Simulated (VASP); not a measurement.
# CdSe in VASP: further runs, part 2 of 2

VASP 6.6.1. Earlier steps stand in the parts before.

## (3) Single point, PBE

INCAR reads:

```
PREC = Accurate
ENCUT = 520
EDIFF = 1E-6
ISMEAR = 0
SIGMA = 0.01
LREAL = F
LASPH = T
NELM = 100
ALGO = Normal
ISIF = 2
LWAVE = F
LCHARG = T
GGA = PE
LELF = T
LVHAR = T
NBANDS = 16
```

KPOINTS reads:

```
Automatic mesh
0
Gamma
  6 6 6
```

POSCAR reads:

```
CdSe
1.0
    0.0000000000      3.0702710000      3.0702710000
    3.0702710000      0.0000000000      3.0702710000
    3.0702710000      3.0702710000      0.0000000000
Cd Se
1 1
Direct
   -0.0162852074      0.0162852074     -0.0162852074
    0.7500000000      0.7500000000      0.7500000000
```

Potentials or basis: VASP PAW PBE potentials, release 64 (Cd, Se).

Run with:

```
> cat potpaw_PBE.64/Cd/POTCAR potpaw_PBE.64/Se/POTCAR > POTCAR
> mpirun -np 1 vasp_std > vasp.out
```

OUTCAR:

```text
PREC = Accurate
   ENCUT = 520
   EDIFF = 1E-6
   ISMEAR = 0
   LREAL = F
   LASPH = T
   NELM = 100
   ISIF = 2
   GGA = PE

 ion  position               nearest neighbor table
   1  0.984  0.016  0.984-   2 2.60   2 2.60   2 2.72   2 2.72
   2  0.750  0.750  0.750-   1 2.60   1 2.60   1 2.72   1 2.72

  LATTYP: Found a face centered cubic cell.
 ALAT       =     6.1405420000

  Lattice vectors:

 A1 = (   0.0000000000,   3.0702710000,   3.0702710000)
 A2 = (   3.0702710000,   0.0000000000,   3.0702710000)
 A3 = (   3.0702710000,   3.0702710000,   0.0000000000)

Analysis of symmetry for initial positions (statically):
=====================================================================
 Subroutine PRICEL returns:
 Original cell was already a primitive cell.

 Routine SETGRP: Setting up the symmetry group for a
 face centered cubic supercell.

 Subroutine GETGRP returns: Found  4 space group operations
 (whereof  4 operations were pure point group operations)
 out of a pool of 48 trial point group operations.

The static configuration has the point symmetry C_2v.

Analysis of symmetry for dynamics (positions and initial velocities):
=====================================================================
 Subroutine PRICEL returns:
 Original cell was already a primitive cell.

 Routine SETGRP: Setting up the symmetry group for a
 face centered cubic supercell.

 Subroutine GETGRP returns: Found  4 space group operations
 (whereof  4 operations were pure point group operations)
 out of a pool of 48 trial point group operations.

The dynamic configuration has the point symmetry C_2v.

 Subroutine INISYM returns: Found  4 space group operations
 (whereof  4 operations are pure point group operations),
 and found     1 'primitive' translations

----------------------------------------------------------------------------------------

                                     Primitive cell

  volume of cell :      57.8842

[... 107 lines left out ...]
     AMIX     =   0.40;   BMIX     =  1.00
     AMIX_MAG =   1.60;   BMIX_MAG =  1.00
  volume/ion in A,a.u.               =      28.94       195.31
  Fermi-wavevector in a.u.,A,eV,Ry     =   1.109121  2.095935 16.737201  1.230150
  Thomas-Fermi vector in A             =   2.245657
   LORBIT       =      0    0 simple, 1 ext, 2 COOP (PROOUT), +10 PAW based schemes
   GGA     = PE    functional components
   LHFCALC =     F    Hartree Fock is set to
   AEXX    =    0.0000 exact exchange contribution
   IVDW    =     0    specifies the selected vdW correction
   LEPSILON=     F    determine dielectric tensor
   LRPA    =     F    only Hartree local field effects (RPA)
 non-spin polarized calculation
 Gauss-broadening in eV      SIGMA  =   0.01
  energy-cutoff  :      520.00
  volume of cell :       57.88
 maximum number of plane-waves:      1588
   NGX = 17   NGY = 17   NGZ = 17

 number of electron      18.0000008 magnetization

 Free energy of the ion-electron system (eV)
  ---------------------------------------------------
  ext. energy  EPLUGINS =         0.00000000
  ---------------------------------------------------
  free energy    TOTEN  =        -5.46351294 eV

  energy without entropy =       -5.46351294  energy(sigma->0) =       -5.46351294

 E-fermi :   0.8530     XC(G=0):  -8.7550

 val. band max:        0.7681779472   @ k =   0.0000   0.0000   0.0000
 cond. band min:       1.2811188240   @ k =   0.0000   0.0000   0.0000
 fundamental gap:      0.5129408768
 Fermi energy:         0.8529532012

 k-point     1 :       0.0000    0.0000    0.0000
  band No.  band energies     occupation
      1     -11.7256      2.00000
      2      -7.1878      2.00000
      3      -7.1316      2.00000
      4      -7.0827      2.00000
      5      -6.7913      2.00000
      6      -6.7882      2.00000
[... 433 lines left out ...]
      3      -7.0281      2.00000
      4      -6.9410      2.00000
      5      -6.8057      2.00000
      6      -6.7785      2.00000
[... 8 lines left out ...]
     15      11.2167      0.00000
     16      12.5809      0.00000

 [... further k-points ...]

------------------------ aborting loop because EDIFF is reached ----------------------------------------

  FORCE on cell =-STRESS in cart. coord.  units (eV):
  Direction    XX          YY          ZZ          XY          YZ          ZX
  --------------------------------------------------------------------------------------
  -------------------------------------------------------------------------------------
  Total        0.6664295      0.5861905      0.6664295      0.0000000      0.0000000      0.6082031
  in kB       18.4461042     16.2251683     18.4461042      0.0000000      0.0000000     16.8344546
  external PRESSURE =      17.7057922 kB  Pullay stress =       0.0000000 kB

 VOLUME and BASIS-vectors are now :
 -----------------------------------------------------------------------------
  energy-cutoff  :      520.00
  volume of cell :       57.88
      direct lattice vectors                 reciprocal lattice vectors
     0.000000000  3.070271000  3.070271000    -0.162852074  0.162852074  0.162852074
     3.070271000  0.000000000  3.070271000     0.162852074 -0.162852074  0.162852074
     3.070271000  3.070271000  0.000000000     0.162852074  0.162852074 -0.162852074

 POSITION                                       TOTAL-FORCE (eV/Angst)
 -----------------------------------------------------------------------------------
      3.07027      6.04054      3.07027         0.000000      0.459545      0.000000
      4.60541      4.60541      4.60541        -0.000000     -0.459545     -0.000000
 -----------------------------------------------------------------------------------
    total drift:                                0.000000      0.000149      0.000000

  FREE ENERGIE OF THE ION-ELECTRON SYSTEM (eV)
  ---------------------------------------------------
  free  energy   TOTEN  =        -5.4635129366 eV

  energy  without entropy=       -5.4635129366  energy(sigma->0) =       -5.46351294
```

OSZICAR:

```text
N       E                     dE             d eps       ncg     rms          rms(c)
DAV:   1     0.109987708771E+03    0.10999E+03   -0.86785E+03  1472   0.100E+03
DAV:   2    -0.165014169905E+01   -0.11164E+03   -0.10566E+03  1808   0.250E+02
DAV:   3    -0.583071201000E+01   -0.41806E+01   -0.41739E+01  1744   0.507E+01
DAV:   4    -0.584851705769E+01   -0.17805E-01   -0.17805E-01  1928   0.329E+00
DAV:   5    -0.584863219053E+01   -0.11513E-03   -0.11513E-03  1760   0.228E-01    0.592E+00
DAV:   6    -0.548431251232E+01    0.36432E+00   -0.55314E-01  2136   0.875E+00    0.472E+00
DAV:   7    -0.546225821608E+01    0.22054E-01   -0.14393E-01  1728   0.252E+00    0.205E+00
DAV:   8    -0.546319304660E+01   -0.93483E-03   -0.13461E-02  1664   0.139E+00    0.250E-01
DAV:   9    -0.546339070372E+01   -0.19766E-03   -0.14229E-03  1760   0.478E-01    0.474E-02
DAV:  10    -0.546346166848E+01   -0.70965E-04   -0.15679E-04  1832   0.154E-01    0.441E-02
DAV:  11    -0.546351320170E+01   -0.51533E-04   -0.84528E-05  1736   0.580E-02    0.168E-02
DAV:  12    -0.546351293661E+01    0.26509E-06   -0.19397E-06  1624   0.166E-02
   1 F= -.54635129E+01 E0= -.54635129E+01  d E =-.160290E-35
```

Wall time 64 s (1 thread of AMD EPYC 7R13, shared host); peak memory 0.17 GiB.

Results:

```
Free energy            : -5.4635 eV
Pressure               : 1.8 GPa
Largest force          : 0.460 eV/Å
Band gap on the k mesh : 0.51 eV, direct
```

Forces in eV/Å, atoms in the order of the input:
```
Cd   0.000  0.460  0.000
Se   0.000 -0.460  0.000
```

Levels at points of the mesh, in eV from the valence-band top:
```tsv
k point	band 7	band 8	band 9	band 10	band 11	band 12
(0.00, 0.00, 0.00)	-0.12	-0.04	0.00	0.51	5.85	5.88
(0.50, 0.00, 0.00)	-4.15	-0.84	-0.63	2.22	6.14	6.54
(0.00, 0.50, 0.00)	-4.39	-0.88	-0.68	2.40	6.24	6.64
(0.50, 0.50, 0.00)	-4.01	-1.80	-1.79	3.13	3.67	8.93
(0.50, 0.00, 0.50)	-3.98	-1.84	-1.77	3.09	3.73	8.93
```

## (4) Single point, PBE

INCAR reads:

```
SYSTEM = CdSe
  PREC = Accurate
  ENCUT = 520
  EDIFF = 1E-7
  ISMEAR = 0
  SIGMA = 0.01
  LREAL = .FALSE.
  LASPH = .TRUE.
  NELM = 100
  ALGO = Normal
  ISIF = 2
  LWAVE = .FALSE.
  LCHARG = .FALSE.
  GGA = PE
  NBANDS = 16
```

KPOINTS reads:

```
regular mesh
0
G
  6 6 6
  0 0 0
```

Changes to POSCAR since step 3:

```diff
@@ -8,3 +8,3 @@
 Direct
-   -0.0162852074      0.0162852074     -0.0162852074
+    0.0162852074     -0.0162852074      0.0162852074
     0.7500000000      0.7500000000      0.7500000000
```

Potentials or basis: VASP PAW PBE potentials, release 64 (Cd, Se).

Run with:

```
> cat potpaw_PBE.64/Cd/POTCAR potpaw_PBE.64/Se/POTCAR > POTCAR
> mpirun -np 1 vasp_std > vasp.out
```

OUTCAR:

```text
SYSTEM = CdSe
   PREC = Accurate
   ENCUT = 520
   EDIFF = 1E-7
   ISMEAR = 0
   LREAL = .FALSE.
   LASPH = .TRUE.
   NELM = 100
   ISIF = 2
   GGA = PE

 ion  position               nearest neighbor table
   1  0.016  0.984  0.016-   2 2.60   2 2.60   2 2.72   2 2.72
   2  0.750  0.750  0.750-   1 2.60   1 2.60   1 2.72   1 2.72

  LATTYP: Found a face centered cubic cell.
 ALAT       =     6.1405420000

  Lattice vectors:

 A1 = (   0.0000000000,   3.0702710000,   3.0702710000)
[... 641 lines left out ...]

------------------------ aborting loop because EDIFF is reached ----------------------------------------

  FORCE on cell =-STRESS in cart. coord.  units (eV):
  Direction    XX          YY          ZZ          XY          YZ          ZX
  --------------------------------------------------------------------------------------
  -------------------------------------------------------------------------------------
  Total        0.6640556      0.5838835      0.6640556      0.0000000      0.0000000     -0.6076774
  in kB       18.3803971     16.1613131     18.3803971      0.0000000      0.0000000    -16.8199053
  external PRESSURE =      17.6407024 kB  Pullay stress =       0.0000000 kB

 VOLUME and BASIS-vectors are now :
 -----------------------------------------------------------------------------
  energy-cutoff  :      520.00
  volume of cell :       57.88
      direct lattice vectors                 reciprocal lattice vectors
     0.000000000  3.070271000  3.070271000    -0.162852074  0.162852074  0.162852074
     3.070271000  0.000000000  3.070271000     0.162852074 -0.162852074  0.162852074
     3.070271000  3.070271000  0.000000000     0.162852074  0.162852074 -0.162852074

 POSITION                                       TOTAL-FORCE (eV/Angst)
 -----------------------------------------------------------------------------------
      3.07027      0.10000      3.07027         0.000000     -0.459556      0.000000
      4.60541      4.60541      4.60541         0.000000      0.459556      0.000000
 -----------------------------------------------------------------------------------
    total drift:                                0.000001     -0.000159      0.000001

  FREE ENERGIE OF THE ION-ELECTRON SYSTEM (eV)
  ---------------------------------------------------
  free  energy   TOTEN  =        -5.4635140651 eV

  energy  without entropy=       -5.4635140651  energy(sigma->0) =       -5.46351407
```

stdout:

```text
POSCAR found type information on POSCAR CdSe
 POSCAR found :  2 types and       2 ions
 scaLAPACK will be used
 LDA part: xc-table for (Slater+PW92), standard interpolation
 POSCAR, INCAR and KPOINTS ok, starting setup
 FFT: planning ... GRIDC
 FFT: planning ... GRID_SOFT
 FFT: planning ... GRID
 WAVECAR not read
 entering main loop
```

Wall time 66 s (1 thread of AMD EPYC 7R13, shared host); peak memory 0.17 GiB.

What came out:

| Quantity | Value |
| --- | --- |
| Free energy | -5.4635 eV |
| Pressure | 1.8 GPa |
| Largest force | 0.460 eV/Å |
| Band gap on the k mesh | 0.51 eV, direct |

Forces on the atoms (eV/Å):
```
Cd   0.000 -0.460  0.000
Se   0.000  0.460  0.000
```
